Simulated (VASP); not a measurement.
Wanted: the native input for a VASP 6.6.1 run.

- Task: single point
- Functional: PBE
- Potentials or basis: VASP PAW PBE potentials, release 64 (I)
- Cutoff: 520 eV
- k mesh: 18 × 18 × 18
- Occupations: fermi-dirac, width 0.1 eV
- Spin: no spin polarisation
- Dipole correction: no
- Further INCAR settings: ALGO = Normal; EDIFF = 1e-07; NBANDS = 14

The structure of I lies in POSCAR:

```
I
1.0
   -2.6606162032      2.6606162032      1.3849083939
    2.6606162032     -2.6606162032      1.3849083939
    2.6606162032      2.6606162032     -1.3849083939
I
2
Direct
   -0.3750000000     -0.1250000000     -0.2500000000
    0.3750000000      0.1250000000      0.2500000000
```

One way to write it, as run:

INCAR

```
  PREC = Accurate
  ENCUT = 520
  EDIFF = 1E-7
  ISMEAR = -1
  SIGMA = 0.1
  LREAL = F
  LASPH = T
  NELM = 60
  ALGO = Normal
  ISIF = 2
  LWAVE = F
  LCHARG = F
  GGA = PE
  NBANDS = 14
```

KPOINTS

```
regular mesh
0
Gamma
  18 18 18
```

Potentials or basis: VASP PAW PBE potentials, release 64 (I).

Run with:

```bash
$ cat potpaw_PBE.64/I/POTCAR > POTCAR
$ mpirun -np 1 vasp_std > vasp.out
```

It gave:

```
Pressure               : 83.2 GPa
Band gap on the k mesh : zero (bands 7 and 8 overlap by 6.30 eV)
```

Caveat: the cell stands under pressure; spin-orbit coupling is left out, which moves the levels of the heavy elements.

Run time: 3.4 min on 1 thread of Oxide Virtual Turin-like Processor (shared host), peak memory 0.3 GiB.
